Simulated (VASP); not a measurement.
# Na4CdIr (F-43m) in VASP: a series of runs

Na4CdIr is run at these levels: PBE; tasks: single point, relaxation of cell and atoms.

All numbers are computed with VASP 6.6.1; they aren't measurements. Logs are shortened: lines on timing, memory, paths and dates and some standing lists are left out, and cuts for length are marked.

## Step 1: The cell of the first run

The structure is cubic, space group F-43m (No. 216). Conventional cell: a = 7.984 Å, b = 7.984 Å, c = 7.984 Å, α = 90.00°, β = 90.00°, γ = 90.00°. Within 3.7 Å of Na (site symmetry 3m) lie 6 Na at 2.78 to 2.86 Å and 3 Ir at 3.31 Å and 3 Cd at 3.31 Å. Within 4.4 Å of Cd (site symmetry -43m) lie 12 Na at 3.31 Å and 4 Ir at 3.46 Å. Within 4.3 Å of Ir (site symmetry -43m) lie 12 Na at 3.31 Å and 4 Cd at 3.46 Å.

## Step 2: Single point, PBE

INCAR reads:

```
ALGO     = Fast           # electronic algorithm
EDIFF    = 1E-6           # SCF threshold, eV
ENCUT    = 520            # plane-wave cutoff, eV
GGA      = PE             # functional
ISIF     = 2              # what is computed and relaxed
ISMEAR   = 0              # smearing method
LASPH    = T              # aspherical terms in the spheres
LCHARG   = F              # write CHGCAR
LREAL    = F              # projectors in reciprocal space
LWAVE    = F              # write WAVECAR
NBANDS   = 34             # bands
NELM     = 60             # most SCF steps
PREC     = Accurate       # precision mode
SIGMA    = 0.1            # smearing width, eV
```

KPOINTS reads:

```
k-points
0
Gamma
  8 8 8
```

POSCAR reads:

```
Na4CdIr
1.0
    0.0000000000      3.9922412037      3.9922412037
    3.9922412037      0.0000000000      3.9922412037
    3.9922412037      3.9922412037      0.0000000000
Na Cd Ir
4 1 1
Direct
    0.1199158866      0.6266947045      0.6266947045
    0.6266947045      0.6266947045      0.6266947045
    0.6266947045      0.1199158866      0.6266947045
    0.6266947045      0.6266947045      0.1199158866
    0.2500000000      0.2500000000      0.2500000000
    0.0000000000      0.0000000000      0.0000000000
```

Potentials or basis: VASP PAW PBE potentials, release 64 (Na_pv, Cd, Ir).

Started as:

```bash
cat potpaw_PBE.64/Na_pv/POTCAR potpaw_PBE.64/Cd/POTCAR potpaw_PBE.64/Ir/POTCAR > POTCAR
mpirun -np 1 vasp_std > vasp.out
```

OUTCAR:

```text
EDIFF = 1E-6
   ENCUT = 520
   GGA = PE
   ISIF = 2
   ISMEAR = 0
   LASPH = T
   LREAL = F
   NELM = 60
   PREC = Accurate

 ion  position               nearest neighbor table
   1  0.120  0.627  0.627-   2 2.78   3 2.78   4 2.78
   2  0.627  0.627  0.627-   1 2.78   3 2.78   4 2.78
   3  0.627  0.120  0.627-   1 2.78   2 2.78   4 2.78
   4  0.627  0.627  0.120-   1 2.78   2 2.78   3 2.78
   5  0.250  0.250  0.250-   6 3.46   6 3.46   6 3.46   6 3.46
   6  0.000  0.000  0.000-   5 3.46   5 3.46   5 3.46   5 3.46

  LATTYP: Found a face centered cubic cell.
 ALAT       =     7.9844824074

  Lattice vectors:

 A1 = (   0.0000000000,   3.9922412037,   3.9922412037)
 A2 = (   3.9922412037,   0.0000000000,   3.9922412037)
 A3 = (   3.9922412037,   3.9922412037,   0.0000000000)

Analysis of symmetry for initial positions (statically):
=====================================================================
 Subroutine PRICEL returns:
 Original cell was already a primitive cell.

 Routine SETGRP: Setting up the symmetry group for a
 face centered cubic supercell.

 Subroutine GETGRP returns: Found 24 space group operations
 (whereof 24 operations were pure point group operations)
 out of a pool of 48 trial point group operations.

The static configuration has the point symmetry T_d .

Analysis of symmetry for dynamics (positions and initial velocities):
=====================================================================
 Subroutine PRICEL returns:
 Original cell was already a primitive cell.

 Routine SETGRP: Setting up the symmetry group for a
 face centered cubic supercell.

 Subroutine GETGRP returns: Found 24 space group operations
 (whereof 24 operations were pure point group operations)
 out of a pool of 48 trial point group operations.

The dynamic configuration has the point symmetry T_d .

 Subroutine INISYM returns: Found 24 space group operations
 (whereof 24 operations are pure point group operations),
 and found     1 'primitive' translations

----------------------------------------------------------------------------------------

                                     Primitive cell

  volume of cell :     127.2566

  direct lattice vectors                    reciprocal lattice vectors
     0.000000000  3.992241204  3.992241204    -0.125242934  0.125242934  0.125242934
     3.992241204  0.000000000  3.992241204     0.125242934 -0.125242934  0.125242934
     3.992241204  3.992241204  0.000000000     0.125242934  0.125242934 -0.125242934

  length of vectors
     5.645881655  5.645881655  5.645881655     0.216927124  0.216927124  0.216927124

  position of ions in fractional coordinates (direct lattice)
     0.119915887  0.626694704  0.626694704
     0.626694704  0.626694704  0.626694704
     0.626694704  0.119915887  0.626694704
     0.626694704  0.626694704  0.119915887
     0.250000000  0.250000000  0.250000000
     0.000000000  0.000000000  0.000000000

  ion indices of the primitive-cell ions
   primitive index   ion index
                 1           1
                 2           2
                 3           3
                 4           4
                 5           5
                 6           6

----------------------------------------------------------------------------------------

 KPOINTS: k-points

Automatic generation of k-mesh.
 Grid dimensions read from file:
 generate k-points for:    8    8    8

 Generating k-lattice:

  Cartesian coordinates                     Fractional coordinates (reciprocal lattice)
    -0.015655367  0.015655367  0.015655367     0.125000000  0.000000000  0.000000000
     0.015655367 -0.015655367  0.015655367     0.000000000  0.125000000  0.000000000
     0.015655367  0.015655367 -0.015655367     0.000000000  0.000000000  0.125000000

  Length of vectors
     0.027115891  0.027115891  0.027115891

  Shift w.r.t. Gamma in fractional coordinates (k-lattice)
     0.000000000  0.000000000  0.000000000

 Subroutine IBZKPT returns following result:
 ===========================================

 Found     29 irreducible k-points:

 Following reciprocal coordinates:
            Coordinates               Weight
  0.000000  0.000000  0.000000      1.000000
  0.125000  0.000000  0.000000      8.000000
  0.250000  0.000000  0.000000      8.000000
  0.375000  0.000000  0.000000      8.000000
  0.500000  0.000000  0.000000      4.000000
  0.125000  0.125000  0.000000      6.000000
[... 16 lines left out ...]
  0.500000  0.250000  0.125000     48.000000
 -0.375000  0.250000  0.125000     24.000000
 [... further k-points ...]
   k-points           NKPTS =     29   k-points in BZ     NKDIM =     29   number of bands    NBANDS=     34
   number of dos      NEDOS =    301   number of ions     NIONS =      6
   total plane-waves  NPLWV =  74088
   dimension x,y,z NGX =    42 NGY =   42 NGZ =   42
   dimension x,y,z NGXF=    84 NGYF=   84 NGZF=   84
   ions per type =               4   1   1
[... 28 lines left out ...]
   EFERMI_NEDOS =   21; number of points for ismear=-14 and -15
   IALGO  =     68    algorithm
   IMIX   =      4    mixing-type and parameters
     AMIX     =   0.40;   BMIX     =  1.00
     AMIX_MAG =   1.60;   BMIX_MAG =  1.00
  volume/ion in A,a.u.               =      21.21       143.13
  Fermi-wavevector in a.u.,A,eV,Ry     =   1.191005  2.250672 19.299753  1.418492
  Thomas-Fermi vector in A             =   2.327076
   LORBIT       =      0    0 simple, 1 ext, 2 COOP (PROOUT), +10 PAW based schemes
   GGA     = PE    functional components
   LHFCALC =     F    Hartree Fock is set to
   AEXX    =    0.0000 exact exchange contribution
   IVDW    =     0    specifies the selected vdW correction
   LEPSILON=     F    determine dielectric tensor
   LRPA    =     F    only Hartree local field effects (RPA)
 non-spin polarized calculation
 RMM-DIIS sequential band-by-band and
 Gauss-broadening in eV      SIGMA  =   0.10
  energy-cutoff  :      520.00
  volume of cell :      127.26
 maximum number of plane-waves:      3479
 NGX is ok and might be reduce to    42
   NGX = 21   NGY = 21   NGZ = 21

 number of electron      49.0000011 magnetization

 Free energy of the ion-electron system (eV)
  ---------------------------------------------------
  ext. energy  EPLUGINS =         0.00000000
  ---------------------------------------------------
  free energy    TOTEN  =       -11.91723530 eV

  energy without entropy =      -11.90037647  energy(sigma->0) =      -11.90880589

 E-fermi :   2.4782     XC(G=0):  -9.2318

 val. band max:        2.4754405389   @ k =   0.5000   0.2500   0.1250
 cond. band min:       2.5332166847   @ k =   0.5000   0.3750   0.0000
 fundamental gap:      0.0577761458
 Fermi energy:         2.4782177609

 k-point     1 :       0.0000    0.0000    0.0000
  band No.  band energies     occupation
      1     -22.7272      2.00000
      2     -22.4370      2.00000
      3     -22.4370      2.00000
      4     -22.4370      2.00000
      5     -22.3011      2.00000
      6     -22.3011      2.00000
[... 26 lines left out ...]
     33       7.9081      0.00000
     34       7.9081      0.00000

 k-point     2 :       0.1250    0.0000    0.0000
  band No.  band energies     occupation
      1     -22.7173      2.00000
      2     -22.4383      2.00000
      3     -22.4333      2.00000
      4     -22.4333      2.00000
      5     -22.2990      2.00000
      6     -22.2990      2.00000
[... 26 lines left out ...]
     33       7.7717      0.00000
     34       7.7717      0.00000

 k-point     3 :       0.2500    0.0000    0.0000
  band No.  band energies     occupation
      1     -22.6911      2.00000
      2     -22.4425      2.00000
      3     -22.4241      2.00000
      4     -22.4241      2.00000
      5     -22.2924      2.00000
      6     -22.2924      2.00000
[... 26 lines left out ...]
     33       7.9274      0.00000
     34       8.7630      0.00000
[... 704 lines left out ...]
 k-point    23 :       0.5000    0.2500    0.1250
  band No.  band energies     occupation
      1     -22.6358      2.00000
      2     -22.4784      2.00000
      3     -22.4030      2.00000
      4     -22.3969      2.00000
      5     -22.2916      2.00000
      6     -22.2860      2.00000
[... 26 lines left out ...]
     33       8.9803      0.00000
     34      10.1362      0.00000

 k-point    24 :      -0.3750    0.2500    0.1250
  band No.  band energies     occupation
      1     -22.6194      2.00000
      2     -22.4888      2.00000
      3     -22.3986      2.00000
      4     -22.3925      2.00000
      5     -22.2977      2.00000
      6     -22.2782      2.00000
[... 26 lines left out ...]
     33       9.4163      0.00000
     34       9.9947      0.00000

 [... further k-points ...]

------------------------ aborting loop because EDIFF is reached ----------------------------------------

  FORCE on cell =-STRESS in cart. coord.  units (eV):
  Direction    XX          YY          ZZ          XY          YZ          ZX
  --------------------------------------------------------------------------------------
  -------------------------------------------------------------------------------------
  Total        0.0786559      0.0786559      0.0786559      0.0000000      0.0000000      0.0000000
  in kB        0.9902879      0.9902879      0.9902879      0.0000000      0.0000000      0.0000000
  external PRESSURE =       0.9902879 kB  Pullay stress =       0.0000000 kB

 VOLUME and BASIS-vectors are now :
 -----------------------------------------------------------------------------
  energy-cutoff  :      520.00
  volume of cell :      127.26
      direct lattice vectors                 reciprocal lattice vectors
     0.000000000  3.992241204  3.992241204    -0.125242934  0.125242934  0.125242934
     3.992241204  0.000000000  3.992241204     0.125242934 -0.125242934  0.125242934
     3.992241204  3.992241204  0.000000000     0.125242934  0.125242934 -0.125242934

 POSITION                                       TOTAL-FORCE (eV/Angst)
 -----------------------------------------------------------------------------------
      5.00383      2.98065      2.98065        -0.001532      0.001532      0.001532
      5.00383      5.00383      5.00383        -0.001532     -0.001532     -0.001532
      2.98065      5.00383      2.98065         0.001532     -0.001532      0.001532
      2.98065      2.98065      5.00383         0.001532      0.001532     -0.001532
      1.99612      1.99612      1.99612        -0.000000     -0.000000     -0.000000
      0.00000      0.00000      0.00000        -0.000000     -0.000000     -0.000000
 -----------------------------------------------------------------------------------
    total drift:                               -0.000000     -0.000000     -0.000000

  FREE ENERGIE OF THE ION-ELECTRON SYSTEM (eV)
  ---------------------------------------------------
  free  energy   TOTEN  =       -11.9172353039 eV

  energy  without entropy=      -11.9003764748  energy(sigma->0) =      -11.90880589
```

Run time: 1.8 min. Hardware: 1 thread of AMD EPYC 9R45 (Zen 5), shared host; peak memory 0.29 GiB.

Results:

| Item | Value |
| --- | --- |
| Free energy | -11.9172 eV |
| Pressure | 0.1 GPa |
| Band gap on the k mesh | zero (an odd number of electrons rules out a gap without spin polarisation) |

Forces on the atoms (eV/Å):
```
Na  -0.002  0.002  0.002
Na  -0.002 -0.002 -0.002
Na   0.002 -0.002  0.002
Na   0.002  0.002 -0.002
Cd   0.000  0.000  0.000
Ir   0.000  0.000  0.000
```

Caveat: spin-orbit coupling is left out, which moves the levels of the heavy elements.

## Step 3: Relaxation of cell and atoms, PBE

This run uses another cell than the first one, of 18.91 Å³/atom.

INCAR reads:

```
SYSTEM = Na4CdIr
ALGO = Normal
EDIFF = 1E-7
EDIFFG = -0.04
ENCUT = 600
GGA = PE
IBRION = 2
ISIF = 3
ISMEAR = 0
LASPH = .TRUE.
LCHARG = .FALSE.
LREAL = .FALSE.
LWAVE = .FALSE.
NELM = 100
NSW = 90
PREC = Accurate
SIGMA = 0.1
```

KPOINTS reads:

```
k-points
0
G
  4 4 4
  0 0 0
```

POSCAR reads:

```
Na4CdIr
1.0
    0.0000000000      3.8422917012      3.8422917012
    3.8422917012      0.0000000000      3.8422917012
    3.8422917012      3.8422917012      0.0000000000
Na Cd Ir
4 1 1
Direct
    0.3750000000      0.8750000000      0.3750000000
    0.3750000000      0.3750000000      0.8750000000
    0.3750000000      0.3750000000      0.3750000000
    0.8750000000      0.3750000000      0.3750000000
    0.7500000000      0.7500000000      0.7500000000
    0.0000000000      0.0000000000      0.0000000000
```

Potentials or basis: VASP PAW PBE potentials, release 64 (Na_pv, Cd, Ir).

Started as:

```bash
cat potpaw_PBE.64/Na_pv/POTCAR potpaw_PBE.64/Cd/POTCAR potpaw_PBE.64/Ir/POTCAR > POTCAR
mpirun -np 1 vasp_std > vasp.out
```

It took 2.1 min on 1 thread of AMD EPYC 9R45 (Zen 5), shared host; peak memory 0.32 GiB.

It converged, with:

```
Free energy                           : -11.8915 eV
Relaxed volume                        : 21.46 Å³/atom
Relaxed cell                          : a = 5.668 Å, b = 5.668 Å, c = 5.668 Å, α = 60.00°, β = 60.00°, γ = 60.00°
Space group after relaxing (to 0.1 Å) : F-43m (No. 216)
Energy gained by relaxing             : 32.0 meV/atom
Ionic steps                           : 4
Pressure after relaxing               : -0.1 GPa
Band gap on the k mesh                : zero (an odd number of electrons rules out a gap without spin polarisation)
```

The path:
```tsv
step	energy change (eV)	largest force (eV/Å)	pressure (GPa)	volume (Å³)
1	0.0000	0.2295	4.38	113.45
2	-0.1616	0.1099	1.50	122.14
3	-0.1906	0.0181	-0.33	130.20
4	-0.1922	0.0328	-0.05	128.77
```

Final structure:
```cif
data_structure
_symmetry_space_group_name_H-M 'P 1'
_symmetry_Int_Tables_number 1
_cell_length_a 5.6681
_cell_length_b 5.6681
_cell_length_c 5.6681
_cell_angle_alpha 60.000
_cell_angle_beta 60.000
_cell_angle_gamma 60.000
_cell_volume 128.77
loop_
_atom_site_label
_atom_site_type_symbol
_atom_site_fract_x
_atom_site_fract_y
_atom_site_fract_z
_atom_site_occupancy
Na1 Na 0.37357 0.87928 0.37357 1
Na2 Na 0.37357 0.37357 0.87928 1
Na3 Na 0.37357 0.37357 0.37357 1
Na4 Na 0.87928 0.37357 0.37357 1
Cd1 Cd 0.75000 0.75000 0.75000 1
Ir1 Ir 0.00000 0.00000 0.00000 1
```

Levels at points of the mesh, in eV from the Fermi level:
| k point | band 22 | band 23 | band 24 | band 25 | band 26 | band 27 |
| --- | --- | --- | --- | --- | --- | --- |
| (0.00, 0.00, 0.00) | -0.74 | -0.74 | 1.01 | 2.02 | 2.71 | 2.71 |
| (0.50, 0.00, 0.00) | -0.91 | -0.66 | -0.66 | 1.17 | 1.40 | 1.40 |
| (0.50, 0.50, 0.00) | -0.68 | -0.68 | -0.68 | -0.06 | -0.06 | 1.00 |

Caveat: spin-orbit coupling is left out, which moves the levels of the heavy elements.

## Step 4: Relaxation of cell and atoms, PBE

This run uses another cell than the first one, of 21.16 Å³/atom.

INCAR reads:

```
SYSTEM = Na4CdIr
PREC = Accurate
ENCUT = 600
EDIFF = 1E-7
ISMEAR = 0
SIGMA = 0.1
LREAL = .False.
LASPH = .True.
NELM = 60
ALGO = Fast
ISIF = 3
LWAVE = .False.
LCHARG = .False.
GGA = PE
IBRION = 2
NSW = 100
EDIFFG = -0.01
```

KPOINTS reads:

```
regular mesh
0
Gamma
  8 8 8
  0 0 0
```

POSCAR reads:

```
Na4CdIr
1.0
    0.0000000000      3.9889547210      3.9889547210
    3.9889547210      0.0000000000      3.9889547210
    3.9889547210      3.9889547210      0.0000000000
Na Cd Ir
4 1 1
Direct
    0.1201812294      0.6266062569      0.6266062569
    0.6266062569      0.6266062569      0.6266062569
    0.6266062569      0.1201812294      0.6266062569
    0.6266062569      0.6266062569      0.1201812294
    0.2500000000      0.2500000000      0.2500000000
    0.0000000000      0.0000000000      0.0000000000
```

Started as:

```bash
cat potpaw_PBE.64/Na_pv/POTCAR potpaw_PBE.64/Cd/POTCAR potpaw_PBE.64/Ir/POTCAR > POTCAR
mpirun -np 1 vasp_std > vasp.out
```

Run time: 4 min. Hardware: 1 thread of AMD EPYC 9R45 (Zen 5), shared host; peak memory 0.38 GiB.

It converged, with:

* Free energy: -11.9168 eV
* Relaxed volume: 21.22 Å³/atom
* Relaxed cell: a = 5.647 Å, b = 5.647 Å, c = 5.647 Å, α = 60.00°, β = 60.00°, γ = 60.00°
* Space group after relaxing (to 0.1 Å): F-43m (No. 216)
* Energy gained by relaxing: 0.0 meV/atom
* Ionic steps: 2
* Pressure after relaxing: 0.1 GPa
* Largest force after relaxing: 0.004 eV/Å
* Band gap on the k mesh: zero (an odd number of electrons rules out a gap without spin polarisation)

Forces on the atoms (eV/Å):
```
Na   0.003 -0.003 -0.003
Na   0.003  0.003  0.003
Na  -0.003  0.003 -0.003
Na  -0.003 -0.003  0.003
Cd   0.000  0.000  0.000
Ir   0.000  0.000  0.000
```

Step by step:
| step | energy change (eV) | largest force (eV/Å) | pressure (GPa) | volume (Å³) |
| --- | --- | --- | --- | --- |
| 1 | 0.0000 | 0.0090 | 0.16 | 126.94 |
| 2 | -0.0003 | 0.0044 | 0.07 | 127.33 |

Final structure:
```cif
data_structure
_symmetry_space_group_name_H-M 'P 1'
_symmetry_Int_Tables_number 1
_cell_length_a 5.6469
_cell_length_b 5.6469
_cell_length_c 5.6469
_cell_angle_alpha 60.000
_cell_angle_beta 60.000
_cell_angle_gamma 60.000
_cell_volume 127.33
loop_
_atom_site_label
_atom_site_type_symbol
_atom_site_fract_x
_atom_site_fract_y
_atom_site_fract_z
_atom_site_occupancy
Na1 Na 0.12009 0.62664 0.62664 1
Na2 Na 0.62664 0.62664 0.62664 1
Na3 Na 0.62664 0.12009 0.62664 1
Na4 Na 0.62664 0.62664 0.12009 1
Cd1 Cd 0.25000 0.25000 0.25000 1
Ir1 Ir 0.00000 0.00000 0.00000 1
```

Levels at points of the mesh, in eV from the Fermi level:
| k point | band 20 | band 21 | band 22 | band 23 | band 24 | band 25 | band 26 | band 27 | band 28 | band 29 |
| --- | --- | --- | --- | --- | --- | --- | --- | --- | --- | --- |
| (0.00, 0.00, 0.00) | -1.25 | -1.25 | -0.84 | -0.84 | 0.94 | 1.95 | 2.62 | 2.62 | 2.62 | 2.80 |
| (0.50, 0.00, 0.00) | -1.20 | -1.20 | -1.02 | -0.77 | -0.77 | 1.09 | 1.30 | 1.30 | 2.23 | 3.45 |
| (0.50, 0.50, 0.00) | -1.46 | -1.19 | -0.78 | -0.78 | -0.78 | -0.17 | -0.17 | 0.92 | 1.51 | 6.13 |

Caveat: spin-orbit coupling is left out, which moves the levels of the heavy elements.

## Step 5: The runs side by side

```csv
task,cell,k mesh,cutoff (eV),gap on the mesh (eV),pressure (GPa),relaxed volume (Å³/atom)
single point,"a = 5.646 Å, angles 60.0°, 6 atoms, atomic positions A",8 × 8 × 8,520,none,0.1,-
relaxation of cell and atoms,"relaxed from a = 5.434 Å, angles 60.0°, 6 atoms, atomic positions B",4 × 4 × 4,600,none,-0.1,21.46
relaxation of cell and atoms,"relaxed from a = 5.641 Å, angles 60.0°, 6 atoms, atomic positions A",8 × 8 × 8,600,none,0.1,21.22
```

Alike in all rows: level PBE; potentials or basis VASP PAW PBE potentials, release 64 (Na_pv, Cd, Ir); no spin polarisation; smearing gaussian 0.1 eV.

Caveats: spin-orbit coupling is left out, which moves the levels of the heavy elements.

Total energies depend on the potentials used, so only differences within one code and one set of settings carry meaning.
